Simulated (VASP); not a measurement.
# W (Im-3m) in VASP: single point with PBE

Aim: the single point of W with PBE.

All numbers are computed with VASP 6.6.1; they aren't measurements. Logs are shortened: lines on timing, memory, paths and dates and some standing lists are left out, and cuts for length are marked.

## (1) The cell of the first run

The structure is cubic, space group Im-3m (No. 229). The conventional cell has a = 3.183 Å, b = 3.183 Å, c = 3.183 Å, α = 90.00°, β = 90.00°, γ = 90.00°. Within 3.6 Å of W (site symmetry m-3m) lie 14 W at 2.76 to 3.18 Å.

## (2) Single point, PBE

File INCAR:

```
PREC = Accurate ; ENCUT = 520
EDIFF = 1E-6 ; ISMEAR = -1
SIGMA = 0.08 ; LREAL = F
LASPH = T ; NELM = 80
ALGO = Normal ; ISIF = 2
LWAVE = F ; LCHARG = T
GGA = PE ; LELF = T
LVHAR = T ; NBANDS = 21
```

File KPOINTS:

```
Automatic mesh
0
Gamma
  11 11 11
```

File POSCAR:

```
W
1.0
    3.1834185700      0.0000000000      0.0000000000
    0.0000000000      3.1834185700      0.0000000000
    0.0000000000      0.0000000000      3.1834185700
W
2
Direct
    0.0000000000      0.0000000000      0.0000000000
    0.5000000000      0.5000000000      0.5000000000
```

Potentials or basis: VASP PAW PBE potentials, release 64 (W_sv).

The run is started by

```console
cat potpaw_PBE.64/W_sv/POTCAR > POTCAR
mpirun -np 1 vasp_std > vasp.out
```

OUTCAR:

```text
PREC = Accurate
   ENCUT = 520
   EDIFF = 1E-6
   ISMEAR = -1
   LREAL = F
   LASPH = T
   NELM = 80
   ISIF = 2
   GGA = PE

 ion  position               nearest neighbor table
   1  0.000  0.000  0.000-   2 2.76   2 2.76   2 2.76   2 2.76   2 2.76   2 2.76   2 2.76   2 2.76

   2  0.500  0.500  0.500-   1 2.76   1 2.76   1 2.76   1 2.76   1 2.76   1 2.76   1 2.76   1 2.76

  LATTYP: Found a simple cubic cell.
 ALAT       =     3.1834185700

  Lattice vectors:

 A1 = (   3.1834185700,   0.0000000000,   0.0000000000)
 A2 = (   0.0000000000,   3.1834185700,   0.0000000000)
 A3 = (   0.0000000000,   0.0000000000,   3.1834185700)

Analysis of symmetry for initial positions (statically):
=====================================================================
 Subroutine PRICEL returns following result:

  LATTYP: Found a body centered cubic cell.
 ALAT       =     3.1834185700

  Lattice vectors:

 A1 = (   1.5917092850,   1.5917092850,  -1.5917092850)
 A2 = (  -1.5917092850,   1.5917092850,   1.5917092850)
 A3 = (   1.5917092850,  -1.5917092850,   1.5917092850)

   2 primitive cells build up your supercell.

 Routine SETGRP: Setting up the symmetry group for a
 simple cubic supercell.

 Subroutine GETGRP returns: Found 48 space group operations
 (whereof 48 operations were pure point group operations)
 out of a pool of 48 trial point group operations.

The static configuration has the point symmetry O_h .

Analysis of symmetry for dynamics (positions and initial velocities):
=====================================================================
 Subroutine PRICEL returns following result:

  LATTYP: Found a body centered cubic cell.
 ALAT       =     3.1834185700

  Lattice vectors:

 A1 = (   1.5917092850,   1.5917092850,  -1.5917092850)
 A2 = (  -1.5917092850,   1.5917092850,   1.5917092850)
 A3 = (   1.5917092850,  -1.5917092850,   1.5917092850)

   2 primitive cells build up your supercell.

 Routine SETGRP: Setting up the symmetry group for a
 simple cubic supercell.

 Subroutine GETGRP returns: Found 48 space group operations
 (whereof 48 operations were pure point group operations)
[... 83 lines left out ...]
   number of dos      NEDOS =    301   number of ions     NIONS =      2
   total plane-waves  NPLWV =  13824
   dimension x,y,z NGX =    24 NGY =   24 NGZ =   24
   dimension x,y,z NGXF=    48 NGYF=   48 NGZF=   48
   ions per type =               2
   NGX,Y,Z   is equivalent  to a cutoff of  12.53, 12.53, 12.53 a.u.
   NGXF,Y,Z  is equivalent  to a cutoff of  25.07, 25.07, 25.07 a.u.
 SYSTEM =  unknown system
   PREC   = accura    normal or accurate (medium, high low for compatibility)
   ISTART =      0    job   : 0-new  1-cont  2-samecut
   ICHARG =      2    charge: 1-file 2-atom 10-const
   ISPIN  =      1    spin polarized calculation?
   LNONCOLLINEAR =      F non collinear calculations
   LSORBIT =      F    spin-orbit coupling
   LASPH  =      T    aspherical Exc in radial PAW
   ENCUT  =  520.0 eV  38.22 Ry    6.18 a.u.   5.92  5.92  5.92*2*pi/ulx,y,z
   NELM   =     80;   NELMIN=  2; NELMDL= -5     # of ELM steps
   EDIFF  = 0.1E-05   stopping-criterion for ELM
   LREAL  =      F    real-space projection
   EDIFFG = 0.1E-04   stopping-criterion for IOM
   NSW    =      0    number of steps for IOM
   IBRION =     -1    ionic relax: 0-MD 1-quasi-New 2-CG
   NFREE  =      0    steps in history (QN), initial steepest desc. (CG)
   ISIF   =      2    stress and relaxation
   ISYM   =      2    0-nonsym 1-usesym 2-fastsym
   POTIM  = 0.5000    time-step for ionic-motion
   TEBEG  =    0.0;   TEEND  =   0.0 temperature during run
   PSTRESS=    0.0 pullay stress
   NELECT =      28.0000    total number of electrons
   NUPDOWN=      -1.0000    fix difference up-down
   EMIN   =  10.00;   EMAX   =-10.00  energy-range for DOS
   EFERMI =   0.00;   METHOD = LEGACY
   ISMEAR =    -1;   SIGMA  =   0.08  broadening in eV -4-tet -1-fermi 0-gaus
   EFERMI_NEDOS =   21; number of points for ismear=-14 and -15
   IALGO  =     38    algorithm
   IMIX   =      4    mixing-type and parameters
     AMIX     =   0.40;   BMIX     =  1.00
     AMIX_MAG =   1.60;   BMIX_MAG =  1.00
  volume/ion in A,a.u.               =      16.13       108.85
  Fermi-wavevector in a.u.,A,eV,Ry     =   1.561590  2.950978 33.178680  2.438564
  Thomas-Fermi vector in A             =   2.664633
   LORBIT       =      0    0 simple, 1 ext, 2 COOP (PROOUT), +10 PAW based schemes
   GGA     = PE    functional components
   LHFCALC =     F    Hartree Fock is set to
   AEXX    =    0.0000 exact exchange contribution
   IVDW    =     0    specifies the selected vdW correction
   LEPSILON=     F    determine dielectric tensor
   LRPA    =     F    only Hartree local field effects (RPA)
 non-spin polarized calculation
  energy-cutoff  :      520.00
  volume of cell :       32.26
 maximum number of plane-waves:       895
 NGX is ok and might be reduce to    24
   NGX = 11   NGY = 11   NGZ = 11

 number of electron      27.9999994 magnetization

 Free energy of the ion-electron system (eV)
  ---------------------------------------------------
  ext. energy  EPLUGINS =         0.00000000
  ---------------------------------------------------
  free energy    TOTEN  =       -25.91580463 eV

  energy without entropy =      -25.89208957  energy(sigma->0) =      -25.90394710

 E-fermi :  11.1815     XC(G=0): -13.5413

 val. band max:       11.1715242014   @ k =   0.1818   0.0909   0.0909
 cond. band min:      11.1946316108   @ k =   0.4545   0.4545   0.0909
 fundamental gap:      0.0231074094
 Fermi energy:        11.1814867508

 k-point     1 :       0.0000    0.0000    0.0000
  band No.  band energies     occupation
      1     -63.0081      2.00000
      2     -62.7914      2.00000
      3     -27.4493      2.00000
      4     -27.4493      2.00000
      5     -27.4493      2.00000
      6     -26.5957      2.00000
[... 565 lines left out ...]
     20      17.3934      0.00000
     21      23.0340      0.00000

 [... further k-points ...]
[... 5 lines left out ...]
  --------------------------------------------------------------------------------------
  -------------------------------------------------------------------------------------
  Total        0.0899506      0.0899506      0.0899506      0.0000000     -0.0000000      0.0000000
  in kB        4.4671813      4.4671813      4.4671813      0.0000000     -0.0000000      0.0000000
  external PRESSURE =       4.4671813 kB  Pullay stress =       0.0000000 kB

 VOLUME and BASIS-vectors are now :
 -----------------------------------------------------------------------------
  energy-cutoff  :      520.00
  volume of cell :       32.26
      direct lattice vectors                 reciprocal lattice vectors
     3.183418570  0.000000000  0.000000000     0.314127715  0.000000000  0.000000000
     0.000000000  3.183418570  0.000000000     0.000000000  0.314127715  0.000000000
     0.000000000  0.000000000  3.183418570     0.000000000  0.000000000  0.314127715

 POSITION                                       TOTAL-FORCE (eV/Angst)
 -----------------------------------------------------------------------------------
      0.00000      0.00000      0.00000         0.000000      0.000000      0.000000
      1.59171      1.59171      1.59171        -0.000000     -0.000000     -0.000000
 -----------------------------------------------------------------------------------
    total drift:                                0.000000      0.000000     -0.000000

  FREE ENERGIE OF THE ION-ELECTRON SYSTEM (eV)
  ---------------------------------------------------
  free  energy   TOTEN  =       -25.9158046258 eV

  energy  without entropy=      -25.8920895695  energy(sigma->0) =      -25.90394710
```

OSZICAR:

```text
N       E                     dE             d eps       ncg     rms          rms(c)
DAV:   1     0.272571764897E+03    0.27257E+03   -0.15758E+04  2352   0.155E+03
DAV:   2    -0.178996938764E+02   -0.29047E+03   -0.28258E+03  2557   0.459E+02
DAV:   3    -0.270962962562E+02   -0.91966E+01   -0.90164E+01  2703   0.803E+01
DAV:   4    -0.271795521398E+02   -0.83256E-01   -0.83217E-01  2542   0.826E+00
DAV:   5    -0.271804207138E+02   -0.86857E-03   -0.86856E-03  2672   0.858E-01    0.286E+01
DAV:   6    -0.261780680932E+02    0.10024E+01   -0.12194E+00  2613   0.108E+01    0.113E+01
DAV:   7    -0.259236607862E+02    0.25441E+00   -0.65819E-01  2643   0.729E+00    0.899E-01
DAV:   8    -0.259159365909E+02    0.77242E-02   -0.11835E-02  2437   0.115E+00    0.151E-01
DAV:   9    -0.259158179416E+02    0.11865E-03   -0.44873E-04  2764   0.193E-01    0.549E-02
DAV:  10    -0.259158032394E+02    0.14702E-04   -0.34200E-05  2567   0.625E-02    0.160E-02
DAV:  11    -0.259158052233E+02   -0.19839E-05   -0.99868E-07  1753   0.872E-03    0.981E-04
DAV:  12    -0.259158046258E+02    0.59746E-06   -0.54446E-08  1316   0.262E-03
   1 F= -.25915805E+02 E0= -.25903947E+02  d E =-.237151E-01
```

It took 32 s on 1 thread of AMD EPYC 7R43 (Zen 3), shared host; peak memory 0.12 GiB.

Results:

* Free energy: -25.9158 eV
* Pressure: 0.4 GPa
* Band gap on the k mesh: zero (band 14 reaches 11.50 eV, above the bottom of band 15 at 10.87 eV)

Caveat: spin-orbit coupling is left out, which moves the levels of the heavy elements.
